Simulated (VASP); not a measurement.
# MgZr2N (R-3m) in VASP: further runs, part 2 of 2

VASP 6.6.1.

**5. Single point, PBE, collinear spin, ferromagnetic start**

This run uses another cell than the first one, of 21.96 Å³/atom, 1.429 times its volume.

File INCAR:

```
SYSTEM = MgZr2N
ALGO = Normal
EDIFF = 1E-6
ENCUT = 520
GGA = PE
ISIF = 2
ISMEAR = 0
ISPIN = 2
LASPH = .True.
LCHARG = .False.
LMAXMIX = 4
LORBIT = 11
LREAL = .False.
LWAVE = .False.
MAGMOM = 0 1 1 0
NBANDS = 28
NELM = 150
PREC = Accurate
SIGMA = 0.1
```

File KPOINTS:

```
k-points
0
Gamma
  6 6 6
  0 0 0
```

File POSCAR:

```
MgZr2N
1.0
    2.6926073895      1.5545776012      3.4982332109
   -2.6926073895      1.5545776012      3.4982332109
    0.0000000000     -3.1091552023      3.4982332109
Mg Zr N
1 2 1
Direct
    0.5000000000      0.5000000000      0.5000000000
    0.8140125626      0.8140125626      0.8140125626
    0.1859874374      0.1859874374      0.1859874374
    0.0000000000      0.0000000000      0.0000000000
```

Potentials or basis: VASP PAW PBE potentials, release 64 (Mg, Zr_sv, N).

Launch:

```
> cat potpaw_PBE.64/Mg/POTCAR potpaw_PBE.64/Zr_sv/POTCAR potpaw_PBE.64/N/POTCAR > POTCAR
> mpirun -np 1 vasp_std > vasp.out
```

OUTCAR:

```text
SYSTEM = MgZr2N
   EDIFF = 1E-6
   ENCUT = 520
   GGA = PE
   ISIF = 2
   ISMEAR = 0
   ISPIN = 2
   LASPH = .True.
   LORBIT = 11
   LREAL = .False.
   NELM = 150
   PREC = Accurate

 ion  position               nearest neighbor table
   1  0.500  0.500  0.500-   3 3.12   3 3.12   2 3.12   2 3.12   3 3.12   2 3.12   3 3.30   2 3.30

   2  0.814  0.814  0.814-   4 1.95   1 3.12   1 3.12   1 3.12   3 3.14   3 3.14   3 3.14   1 3.30

   3  0.186  0.186  0.186-   4 1.95   1 3.12   1 3.12   1 3.12   2 3.14   2 3.14   2 3.14   1 3.30

   4  0.000  0.000  0.000-   2 1.95   3 1.95

  LATTYP: Found a trigonal (rhomboedric) cell.
 ALAT       =     4.6802223954
 COS(alpha) =     0.3380227240

  Lattice vectors:

 A1 = (   2.6926073895,   1.5545776012,   3.4982332109)
 A2 = (  -2.6926073895,   1.5545776012,   3.4982332109)
 A3 = (   0.0000000000,  -3.1091552023,   3.4982332109)

Analysis of symmetry for initial positions (statically):
=====================================================================
 Subroutine PRICEL returns:
 Original cell was already a primitive cell.

 Routine SETGRP: Setting up the symmetry group for a
 trigonal (rhombohedral) supercell.

 Subroutine GETGRP returns: Found 12 space group operations
 (whereof 12 operations were pure point group operations)
 out of a pool of 12 trial point group operations.

The static configuration has the point symmetry D_3d.

Analysis of symmetry for dynamics (positions and initial velocities):
=====================================================================
 Subroutine PRICEL returns:
 Original cell was already a primitive cell.

 Routine SETGRP: Setting up the symmetry group for a
 trigonal (rhombohedral) supercell.

 Subroutine GETGRP returns: Found 12 space group operations
[... 166 lines left out ...]
  ---------------------------------------------------
  free energy    TOTEN  =       -25.97918026 eV

  energy without entropy =      -25.96599743  energy(sigma->0) =      -25.97258885

 E-fermi :   5.6412     XC(G=0):  -9.6875

 val. band max:        5.6189948947   @ k =   0.3333   0.3333   0.3333
 cond. band min:       5.6581393017   @ k =   0.5000   0.1667  -0.0000
 fundamental gap:      0.0391444070
 Fermi energy:         5.6412336751

 spin component 1

 k-point     1 :       0.0000    0.0000    0.0000
  band No.  band energies     occupation
      1     -43.4523      1.00000
      2     -43.3597      1.00000
      3     -21.8301      1.00000
      4     -21.7708      1.00000
      5     -21.5938      1.00000
      6     -21.5938      1.00000
[... 709 lines left out ...]
     26      11.8906      0.00000
     27      13.1676      0.00000

 [... further k-points ...]

 spin component 2

 k-point     1 :       0.0000    0.0000    0.0000
  band No.  band energies     occupation
      1     -43.4523      1.00000
      2     -43.3597      1.00000
      3     -21.8301      1.00000
      4     -21.7708      1.00000
      5     -21.5938      1.00000
      6     -21.5938      1.00000
[... 709 lines left out ...]
     26      11.8906      0.00000
     27      13.1676      0.00000

 [... further k-points ...]

 [bands above 27 left out]

------------------------ aborting loop because EDIFF is reached ----------------------------------------

  FORCE on cell =-STRESS in cart. coord.  units (eV):
  Direction    XX          YY          ZZ          XY          YZ          ZX
  --------------------------------------------------------------------------------------
  -------------------------------------------------------------------------------------
  Total        0.0397951      0.0397951     -0.0345814      0.0000000     -0.0000000      0.0000000
  in kB        0.7256964      0.7256964     -0.6306194      0.0000000     -0.0000000      0.0000000
  external PRESSURE =       0.2735911 kB  Pullay stress =       0.0000000 kB

 VOLUME and BASIS-vectors are now :
 -----------------------------------------------------------------------------
  energy-cutoff  :      520.00
  volume of cell :       87.86
      direct lattice vectors                 reciprocal lattice vectors
     2.692607390  1.554577601  3.498233211     0.185693615  0.107210259  0.095286195
    -2.692607390  1.554577601  3.498233211    -0.185693615  0.107210259  0.095286195
     0.000000000 -3.109155202  3.498233211     0.000000000 -0.214420517  0.095286195

 POSITION                                       TOTAL-FORCE (eV/Angst)
 -----------------------------------------------------------------------------------
      0.00000      0.00000      5.24735        -0.000000      0.000000     -0.000000
      0.00000      0.00000      8.54282         0.000000     -0.000000     -0.034565
      0.00000      0.00000      1.95188         0.000000      0.000000      0.034565
      0.00000      0.00000      0.00000         0.000000      0.000000     -0.000000
 -----------------------------------------------------------------------------------
    total drift:                               -0.000000      0.000000     -0.000000

  FREE ENERGIE OF THE ION-ELECTRON SYSTEM (eV)
  ---------------------------------------------------
  free  energy   TOTEN  =       -25.9791802583 eV

  energy  without entropy=      -25.9659974336  energy(sigma->0) =      -25.97258885

 total charge

# of ion       s       p       d       tot
------------------------------------------
    1        0.251   0.138   0.012   0.401
    2        2.230   5.946   1.753   9.930
    3        2.230   5.946   1.753   9.930
    4        1.310   2.350   0.000   3.660
--------------------------------------------------
tot          6.022  14.380   3.519  23.921

 magnetization (x)

# of ion       s       p       d       tot
------------------------------------------
    1        0.000   0.000   0.000   0.000
    2        0.000   0.000   0.000   0.000
    3        0.000   0.000   0.000   0.000
    4       -0.000  -0.000   0.000  -0.000
--------------------------------------------------
tot          0.000  -0.000   0.000   0.000
```

It took 69 s on 1 thread of Intel Xeon 6975P-C (Granite Rapids), shared host; peak memory 0.32 GiB.

Results:

```
Free energy                                           : -25.9792 eV
Pressure                                              : 0.0 GPa
Largest force                                         : 0.035 eV/Å
Net moment                                            : 0.00 μB per cell
Valence electrons inside the program's atomic spheres : Mg 0.40; Zr 9.93; N 3.66
```

Forces on the atoms (eV/Å):
```
Mg   0.000  0.000  0.000
Zr   0.000  0.000 -0.035
Zr   0.000  0.000  0.035
N    0.000  0.000  0.000
```

**6. Single point, PBE**

This run uses another cell than the first one, of 21.94 Å³/atom, 1.427 times its volume.

File INCAR:

```
SYSTEM = MgZr2N
PREC = Accurate
ENCUT = 520
EDIFF = 1E-6
ISMEAR = 0
SIGMA = 0.1
LREAL = .FALSE.
LASPH = .TRUE.
NELM = 100
ALGO = Normal
ISIF = 2
LWAVE = .FALSE.
LCHARG = .FALSE.
GGA = PE
NBANDS = 24
```

File KPOINTS:

```
regular mesh
0
G
  12 12 12
  0 0 0
```

File POSCAR:

```
MgZr2N
1.0
    2.6943722306      1.5555965326      3.4894751078
   -2.6943722306      1.5555965326      3.4894751078
    0.0000000000     -3.1111930652      3.4894751079
Mg Zr N
1 2 1
Direct
    0.5000000000      0.5000000000      0.5000000000
    0.8136959303      0.8136959303      0.8136959303
    0.1863040697      0.1863040697      0.1863040697
    0.0000000000      0.0000000000      0.0000000000
```

Potentials or basis: VASP PAW PBE potentials, release 64 (Mg, Zr_sv, N).

Launch:

```
> cat potpaw_PBE.64/Mg/POTCAR potpaw_PBE.64/Zr_sv/POTCAR potpaw_PBE.64/N/POTCAR > POTCAR
> mpirun -np 1 vasp_std > vasp.out
```

Wall time 2.9 min (1 thread of Intel Xeon 6975P-C (Granite Rapids), shared host); peak memory 0.5 GiB.

It converged, with:

* Free energy: -25.9800 eV
* Pressure: 0.1 GPa
* Largest force: 0.043 eV/Å

Forces in eV/Å, atoms in the order of the input:
```
Mg   0.000  0.000  0.000
Zr   0.000  0.000 -0.043
Zr   0.000  0.000  0.043
N    0.000  0.000  0.000
```

Stress tensor (GPa, compression positive):
```
-0.07  0.00  0.00
 0.00 -0.07  0.00
 0.00  0.00  0.29
```

Levels at points of the mesh, in eV from the Fermi level:
```tsv
k point	band 13	band 14	band 15	band 16	band 17	band 18
(0.00, 0.00, 0.00)	-3.93	0.04	0.04	0.48	0.48	1.19
(0.50, 0.00, 0.00)	-2.21	-1.74	-0.49	-0.22	-0.08	1.62
(0.50, 0.50, 0.00)	-2.93	-1.09	-0.82	-0.60	0.57	0.96
(0.50, 0.50, 0.50)	-3.33	-1.37	-1.08	-1.08	0.58	0.58
```

**7. Summary**

```tsv
task	spin	cell	k mesh	cutoff (eV)	gap on the mesh (eV)	pressure (GPa)	largest force (eV/Å)
single point	off	a = 4.414 Å, angles 60.5°, 4 atoms	6 × 6 × 6	520	none	50.1	3.95
single point	off	a = 4.680 Å, angles 70.2°, 4 atoms	6 × 6 × 6	520	none	0.0	0.03
relaxation of cell and atoms	off	relaxed from a = 4.414 Å, angles 60.5°, 4 atoms	6 × 6 × 6	600	none	-0.1	-
single point	collinear, ferromagnetic start	a = 4.680 Å, angles 70.2°, 4 atoms	6 × 6 × 6	520	none	0.0	0.03
single point	off	a = 4.675 Å, angles 70.4°, 4 atoms	12 × 12 × 12	520	none	0.1	0.04
```

Alike in all rows: level PBE; potentials or basis VASP PAW PBE potentials, release 64 (Mg, Zr_sv, N); smearing gaussian 0.1 eV.

Caveats: forces of over 1 eV/Å act on the atoms, so gaps and moduli don't describe the material at rest (some runs); the volume moved by over 15 % at a fixed basis, so the end points are rough (some runs).

Total energies depend on the potentials used, so only differences within one code and one set of settings carry meaning.
